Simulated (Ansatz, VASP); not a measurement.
# Two plane-wave programs on GaAs

Contents of POSCAR:

```
GaAs
1.0
    3.6064012100      0.0000000000      0.0000000000
   -1.8032006000      3.1232350600      0.0000000000
    0.0000000000      0.0000000000      3.5731941600
Ga As
1 1
Direct
    0.3333333300      0.6666666700      0.5000000000
    0.0000000000      0.0000000000      0.0000000000
```

The input INCAR.step1:

```
PREC = Accurate ; ENCUT = 520
ISMEAR = -1 ; SIGMA = 0.05
LREAL = False ; LASPH = True
NELM = 150 ; LNONCOLLINEAR = True
MAGMOM = 0 0 0 0 0 0 ; LSORBIT = True
GGA_COMPAT = False ; NBANDS = 30
GGA = PE ; ALGO = Normal
EDIFF = 1E-4 ; LWAVE = True
LCHARG = False
```

Contents of INCAR.step2:

```
PREC = Accurate ; ENCUT = 520
EDIFF = 1E-7 ; ISMEAR = -1
SIGMA = 0.05 ; LREAL = False
LASPH = True ; NELM = 150
ALGO = Normal ; ISIF = 2
LWAVE = False ; LCHARG = True
LNONCOLLINEAR = True ; MAGMOM = 0 0 0 0 0 0
LORBIT = 11 ; LSORBIT = True
GGA_COMPAT = False ; LORBMOM = True
METAGGA = R2SCAN ; LMIXTAU = True
LVHAR = True ; NBANDS = 30
ISTART = 1
```

The input KPOINTS:

```
Automatic mesh
0
Gamma
  7 7 6
```

File input.yaml:

```yaml
crystal:
  lattice:
    - [3.60640121, 0.0, 0.0]
    - [-1.8032006, 3.12323506, 0.0]
    - [0.0, 0.0, 3.57319416]
  atoms:
    - { symbol: Ga, position: [0.33333333, 0.66666667, 0.5] }
    - { symbol: As, position: [0.0, 0.0, 0.0] }
hamiltonian:
  xc: r2scan
  pseudopotentials: { kind: paw_fr }
magnetization:
  noncollinear: true
  spin_orbit: true
kpoints:
  mp_grid: { grid: [7, 7, 6] }
  band_path:
    path:
      - [[0.0, 0.0, 0.0], [0.5, 0.0, 0.0], [0.3333333333, 0.3333333333, 0.0], [0.0, 0.0, 0.0], [0.0, 0.0, 0.5], [0.5, 0.0, 0.5], [0.3333333333, 0.3333333333, 0.5], [0.0, 0.0, 0.5]]
      - [[0.5, 0.0, 0.5], [0.5, 0.0, 0.0]]
      - [[0.3333333333, 0.3333333333, 0.0], [0.3333333333, 0.3333333333, 0.5]]
    npoints: 14
scf:
  occupations: { method: fermi_dirac, width: 0.05 }
  n_extra_bands: 6
output:
  forces: true
  stress: true
  eigenvalues: true
  fatbands: true
```

Alike in both runs: functional r2SCAN; k mesh 7 × 7 × 6; occupations fermi-dirac, width 0.05 eV; non-collinear spin, spin-orbit coupling.

```csv
,VASP,Ansatz
version,VASP 6.6.1,Ansatz 0.2.0
potentials or method,"VASP PAW PBE potentials, release 64 (Ga_d, As)",Ansatz PAW
plane-wave cutoff (eV),520,500
valence electrons in the cell,18,28
task,single point,band structure
```

|  | VASP | Ansatz | Ansatz less VASP |
| --- | --- | --- | --- |
| pressure (GPa) | -2.6 | -2.7 | -0.06 |
| traceless stress, the component that is largest in VASP (GPa) | -5.59 | -5.59 | 0.000 |
| net moment per atom (μB) | 0.00 | 0.00 | 0.000 |

VASP's potentials were made for PBE, not for r2SCAN. The functional is the same, so the differences come from potentials, cutoffs and numerics. VASP's potentials hold 18 valence electrons a cell and Ansatz's 28, so a difference there can come from the potentials and not from the codes.
